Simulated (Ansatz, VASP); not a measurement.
One calculation of B2AsH2, two programs

```
B H As
1.0
     3.31436    0.00000    0.00000
    -1.65718    2.87032    0.00000
     0.00000    0.00000    8.78139
B H As
2 2 1
Cartesian
  0.0000 1.9135 5.4572
  1.6572 0.9568 3.3242
  0.0000 0.0000 8.4062
  0.0000 0.0000 0.3752
  0.0000 0.0000 4.3907
```

Change from the starting cell: species swapped into the K2PtC2 type (P-3m1, No. 164).

Alike in both runs: functional PBE; k mesh 6 × 6 × 4; occupations gaussian, width 0.1 eV; no spin polarisation.

Ansatz relaxed the structure, and its values are those at the end. VASP's run is a single point on that final structure, the one shown.

|  | VASP | Ansatz |
| --- | --- | --- |
| version | VASP 6.6.1 | Ansatz 0.2.0 |
| potentials or method | VASP PAW PBE potentials, release 64 (B, H, As), cutoff 520 eV | scalar-relativistic, plane waves, PAW |
| valence electrons in the cell | 13 | 23 |

```csv
,VASP,Ansatz,Ansatz less VASP
gap on the k mesh at the Fermi level (eV),none,none,-
pressure (GPa),0.2,0.0,-0.12
rms of the force components (eV/Å),0.013,0.006,-0.0066
```

A gap of «none» marks a metal or a gap that the smearing closes. With one functional, cell and mesh, what is left measures potentials, basis and numerics. VASP's potentials hold 13 valence electrons a cell and Ansatz's 23, so a difference there can come from the potentials and not from the codes.

The k mesh is coarse, so the values compare programs but aren't converged.
